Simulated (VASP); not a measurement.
# Ni (Fm-3m) in VASP: single point with PBE

Aim: the single point of Ni with PBE.

All numbers are computed with VASP 6.6.1; they aren't measurements. Logs are shortened: lines on timing, memory, paths and dates and some standing lists are left out, and cuts for length are marked.

### 1 The cell of the first run

Symmetry: Fm-3m, No. 225, cubic system. The conventional cell has a = 3.520 Å, b = 3.520 Å, c = 3.520 Å, α = 90.00°, β = 90.00°, γ = 90.00°. Ni (site symmetry m-3m) has 12 Ni at 2.49 Å within 3.3 Å.

### 2 Single point, PBE, collinear spin, ferromagnetic start

INCAR reads:

```
  PREC = Accurate
  ENCUT = 520
  EDIFF = 1E-6
  ISMEAR = -1
  SIGMA = 0.1
  LREAL = False
  LASPH = True
  NELM = 150
  ALGO = Normal
  ISIF = 2
  LWAVE = False
  LCHARG = False
  ISPIN = 2
  MAGMOM = 2 2
  LORBIT = 11
  LMAXMIX = 4
  GGA = PE
  ISYM = 0
  NBANDS = 21
```

KPOINTS reads:

```
regular mesh
0
Gamma
  8 14 11
```

POSCAR reads:

```
Ni
1.0
   -1.7600000000     -3.5200000000     -1.7600000000
   -1.7600000000      0.0000000000     -1.7600000000
    1.7600000000      0.0000000000     -1.7600000000
Ni
2
Direct
    0.0000000000      0.0000000000      0.0000000000
    0.5000000000      0.0000000000      0.5000000000
```

Potentials or basis: VASP PAW PBE potentials, release 64 (Ni).

Launch:

```bash
> cat potpaw_PBE.64/Ni/POTCAR > POTCAR
> mpirun -np 1 vasp_std > vasp.out
```

OUTCAR:

```text
PREC = Accurate
   ENCUT = 520
   EDIFF = 1E-6
   ISMEAR = -1
   LREAL = False
   LASPH = True
   NELM = 150
   ISIF = 2
   ISPIN = 2
   LORBIT = 11
   GGA = PE
   ISYM = 0

 ion  position               nearest neighbor table
   1  0.000  0.000  0.000-   2 2.49   2 2.49   2 2.49   2 2.49   2 2.49   2 2.49   2 2.49   2 2.49

   2  0.500  0.000  0.500-   1 2.49   1 2.49   1 2.49   1 2.49   1 2.49   1 2.49   1 2.49   1 2.49

IMPORTANT INFORMATION: All symmetrisations will be switched off!
NOSYMM: (Re-)initialisation of all symmetry stuff for point group C_1.

----------------------------------------------------------------------------------------

                                     Primitive cell

  volume of cell :      21.8071

  direct lattice vectors                    reciprocal lattice vectors
    -1.760000000 -3.520000000 -1.760000000     0.000000000 -0.284090909  0.000000000
    -1.760000000  0.000000000 -1.760000000    -0.284090909  0.284090909 -0.284090909
     1.760000000  0.000000000 -1.760000000     0.284090909  0.000000000 -0.284090909

  length of vectors
     4.311101947  2.489015870  2.489015870     0.284090909  0.492059889  0.401765217

  position of ions in fractional coordinates (direct lattice)
     0.000000000  0.000000000  0.000000000
     0.500000000  0.000000000  0.500000000

  ion indices of the primitive-cell ions
   primitive index   ion index
                 1           1
                 2           2

----------------------------------------------------------------------------------------

 KPOINTS: regular mesh

Automatic generation of k-mesh.
 Grid dimensions read from file:
 generate k-points for:    8   14   11

 Generating k-lattice:

  Cartesian coordinates                     Fractional coordinates (reciprocal lattice)
     0.000000000 -0.035511364  0.000000000     0.125000000  0.000000000  0.000000000
    -0.020292208  0.020292208 -0.020292208     0.000000000  0.071428571  0.000000000
     0.025826446  0.000000000 -0.025826446     0.000000000  0.000000000  0.090909091

  Length of vectors
     0.035511364  0.035147135  0.036524111

  Shift w.r.t. Gamma in fractional coordinates (k-lattice)
     0.000000000  0.000000000  0.000000000

 -----------------------------------------------------------------------------
|                                                                             |
|           W    W    AA    RRRRR   N    N  II  N    N   GGGG   !!!           |
|           W    W   A  A   R    R  NN   N  II  NN   N  G    G  !!!           |
|           W    W  A    A  R    R  N N  N  II  N N  N  G       !!!           |
|           W WW W  AAAAAA  RRRRR   N  N N  II  N  N N  G  GGG   !            |
|           WW  WW  A    A  R   R   N   NN  II  N   NN  G    G                |
|           W    W  A    A  R    R  N    N  II  N    N   GGGG   !!!           |
|                                                                             |
|     Your reciprocal lattice and k-lattice belong to different lattice       |
|     classes:                                                                |
|                                                                             |
|        The reciprocal lattice is simple tetragonal,                         |
|        whereas your k-lattice is simple monoclinic.                         |
|                                                                             |
|     Results are often still useful ...                                      |
|                                                                             |
 -----------------------------------------------------------------------------

 WARNING: IBZKPT: internal override: KBLOWUP is changed to .FALSE.
      ... skipping the blow-up phase ...

 Subroutine IBZKPT returns following result:
 ===========================================

 Found    618 irreducible k-points:

 Following reciprocal coordinates:
            Coordinates               Weight
  0.000000  0.000000  0.000000      1.000000
  0.125000  0.000000  0.000000      2.000000
  0.250000  0.000000  0.000000      2.000000
  0.375000  0.000000  0.000000      2.000000
  0.500000  0.000000  0.000000      1.000000
  0.000000  0.071429  0.000000      2.000000
[... 16 lines left out ...]
  0.125000  0.214286  0.000000      2.000000
  0.250000  0.214286  0.000000      2.000000
 [... further k-points ...]
   k-points           NKPTS =    618   k-points in BZ     NKDIM =    618   number of bands    NBANDS=     21
   number of dos      NEDOS =    301   number of ions     NIONS =      2
   total plane-waves  NPLWV =  12800
   dimension x,y,z NGX =    32 NGY =   20 NGZ =   20
   dimension x,y,z NGXF=    64 NGYF=   40 NGZF=   40
   ions per type =               2
   NGX,Y,Z   is equivalent  to a cutoff of  12.34, 13.36, 13.36 a.u.
   NGXF,Y,Z  is equivalent  to a cutoff of  24.68, 26.72, 26.72 a.u.
 SYSTEM =  unknown system
   PREC   = accura    normal or accurate (medium, high low for compatibility)
   ISTART =      0    job   : 0-new  1-cont  2-samecut
   ICHARG =      2    charge: 1-file 2-atom 10-const
   ISPIN  =      2    spin polarized calculation?
   LNONCOLLINEAR =      F non collinear calculations
   LSORBIT =      F    spin-orbit coupling
   LASPH  =      T    aspherical Exc in radial PAW
   ENCUT  =  520.0 eV  38.22 Ry    6.18 a.u.   8.02  4.63  4.63*2*pi/ulx,y,z
   NELM   =    150;   NELMIN=  2; NELMDL= -5     # of ELM steps
   EDIFF  = 0.1E-05   stopping-criterion for ELM
   LREAL  =      F    real-space projection
   EDIFFG = 0.1E-04   stopping-criterion for IOM
   NSW    =      0    number of steps for IOM
   IBRION =     -1    ionic relax: 0-MD 1-quasi-New 2-CG
   NFREE  =      0    steps in history (QN), initial steepest desc. (CG)
   ISIF   =      2    stress and relaxation
   ISYM   =      0    0-nonsym 1-usesym 2-fastsym
   POTIM  = 0.5000    time-step for ionic-motion
   TEBEG  =    0.0;   TEEND  =   0.0 temperature during run
   PSTRESS=    0.0 pullay stress
   NELECT =      20.0000    total number of electrons
   NUPDOWN=      -1.0000    fix difference up-down
   EMIN   =  10.00;   EMAX   =-10.00  energy-range for DOS
   EFERMI =   0.00;   METHOD = LEGACY
   ISMEAR =    -1;   SIGMA  =   0.10  broadening in eV -4-tet -1-fermi 0-gaus
   EFERMI_NEDOS =   21; number of points for ismear=-14 and -15
   IALGO  =     38    algorithm
   IMIX   =      4    mixing-type and parameters
     AMIX     =   0.40;   BMIX     =  1.00
     AMIX_MAG =   1.60;   BMIX_MAG =  1.00
  volume/ion in A,a.u.               =      10.90        73.58
  Fermi-wavevector in a.u.,A,eV,Ry     =   1.590568  3.005737 34.421456  2.529906
  Thomas-Fermi vector in A             =   2.689243
   LORBIT       =     11    0 simple, 1 ext, 2 COOP (PROOUT), +10 PAW based schemes
   GGA     = PE    functional components
   LHFCALC =     F    Hartree Fock is set to
   AEXX    =    0.0000 exact exchange contribution
   IVDW    =     0    specifies the selected vdW correction
   LEPSILON=     F    determine dielectric tensor
   LRPA    =     F    only Hartree local field effects (RPA)
 spin polarized calculation
  energy-cutoff  :      520.00
  volume of cell :       21.81
 maximum number of plane-waves:       606
   NGX = 15   NGY =  9   NGZ =  9

 number of electron      19.9999991 magnetization       1.2116009

 Free energy of the ion-electron system (eV)
  ---------------------------------------------------
  ext. energy  EPLUGINS =         0.00000000
  ---------------------------------------------------
  free energy    TOTEN  =       -10.99624448 eV

  energy without entropy =      -10.88682195  energy(sigma->0) =      -10.94153321

 E-fermi :   9.3299     XC(G=0): -13.2428

 val. band max:        9.3292032016   @ k =   0.0000   0.0714   0.0000
 cond. band min:       9.3317084047   @ k =  -0.3750   0.1429   0.1818
 fundamental gap:      0.0025052030
 Fermi energy:         9.3298722270

 spin component 1

 k-point     1 :       0.0000    0.0000    0.0000
  band No.  band energies     occupation
      1       0.3499      1.00000
      2       4.7134      1.00000
      3       5.1810      1.00000
      4       6.9359      1.00000
      5       6.9363      1.00000
      6       6.9400      1.00000
[... 13 lines left out ...]
     20      36.8924      0.00000
     21      36.8929      0.00000

 k-point     2 :       0.1250    0.0000    0.0000
  band No.  band energies     occupation
      1       0.5532      1.00000
      2       4.7242      1.00000
      3       5.2429      1.00000
      4       6.8675      1.00000
      5       6.9925      1.00000
      6       6.9929      1.00000
[... 520 lines left out ...]
 k-point    24 :       0.2500    0.2143    0.0000
  band No.  band energies     occupation
      1       1.5250      1.00000
      2       5.2480      1.00000
      3       5.5504      1.00000
      4       6.6469      1.00000
      5       7.1561      1.00000
      6       7.1706      1.00000
[... 13 lines left out ...]
     20      38.2406      0.00000
     21      38.7228      0.00000

 [... further k-points ...]

 spin component 2

 k-point     1 :       0.0000    0.0000    0.0000
  band No.  band energies     occupation
      1       0.3165      1.00000
      2       5.0551      1.00000
      3       5.7643      1.00000
      4       7.6537      1.00000
      5       7.6565      1.00000
      6       7.6574      1.00000
[... 13 lines left out ...]
     20      36.8773      0.00000
     21      36.8791      0.00000

 k-point     2 :       0.1250    0.0000    0.0000
  band No.  band energies     occupation
      1       0.5200      1.00000
      2       5.0476      1.00000
      3       5.8302      1.00000
      4       7.5751      1.00000
      5       7.7150      1.00000
      6       7.7159      1.00000
[... 520 lines left out ...]
 k-point    24 :       0.2500    0.2143    0.0000
  band No.  band energies     occupation
      1       1.4957      1.00000
      2       5.6338      1.00000
      3       6.0965      1.00000
      4       7.3332      1.00000
      5       7.8493      1.00000
      6       7.9011      1.00000
[... 13 lines left out ...]
     20      38.2297      0.00000
     21      38.6864      0.00000

 [... further k-points ...]

------------------------ aborting loop because EDIFF is reached ----------------------------------------

  FORCE on cell =-STRESS in cart. coord.  units (eV):
  Direction    XX          YY          ZZ          XY          YZ          ZX
  --------------------------------------------------------------------------------------
  -------------------------------------------------------------------------------------
  Total       -0.0133054      0.0013488     -0.0133056      0.0031075      0.0031073      0.0080143
  in kB       -0.9775549      0.0990986     -0.9775692      0.2283110      0.2282956      0.5888171
  external PRESSURE =      -0.6186751 kB  Pullay stress =       0.0000000 kB

 VOLUME and BASIS-vectors are now :
 -----------------------------------------------------------------------------
  energy-cutoff  :      520.00
  volume of cell :       21.81
      direct lattice vectors                 reciprocal lattice vectors
    -1.760000000 -3.520000000 -1.760000000     0.000000000 -0.284090909  0.000000000
    -1.760000000  0.000000000 -1.760000000    -0.284090909  0.284090909 -0.284090909
     1.760000000  0.000000000 -1.760000000     0.284090909  0.000000000 -0.284090909

 POSITION                                       TOTAL-FORCE (eV/Angst)
 -----------------------------------------------------------------------------------
      0.00000      0.00000      0.00000         0.000000      0.000000     -0.000000
      0.00000     -1.76000     -1.76000        -0.000000     -0.000000      0.000000
 -----------------------------------------------------------------------------------
    total drift:                                0.000000     -0.000001     -0.000000

  FREE ENERGIE OF THE ION-ELECTRON SYSTEM (eV)
  ---------------------------------------------------
  free  energy   TOTEN  =       -10.9962444831 eV

  energy  without entropy=      -10.8868219464  energy(sigma->0) =      -10.94153321

 total charge

# of ion       s       p       d       tot
------------------------------------------
    1        0.496   0.496   8.314   9.306
    2        0.496   0.496   8.314   9.306
--------------------------------------------------
tot          0.993   0.992  16.627  18.612

 magnetization (x)

# of ion       s       p       d       tot
------------------------------------------
    1       -0.007  -0.024   0.648   0.618
    2       -0.007  -0.024   0.648   0.617
--------------------------------------------------
tot         -0.013  -0.048   1.296   1.235
```

It took 16 min on 1 thread of Intel Xeon 8259CL, shared host; peak memory 0.43 GiB.

Results:

| Quantity | Value |
| --- | --- |
| Free energy | -10.9962 eV |
| Pressure | -0.1 GPa |
| Net moment | 1.21 μB per cell |
| Site moments | Ni +0.62 μB |
| Valence electrons inside the program's atomic spheres | Ni 9.31 |
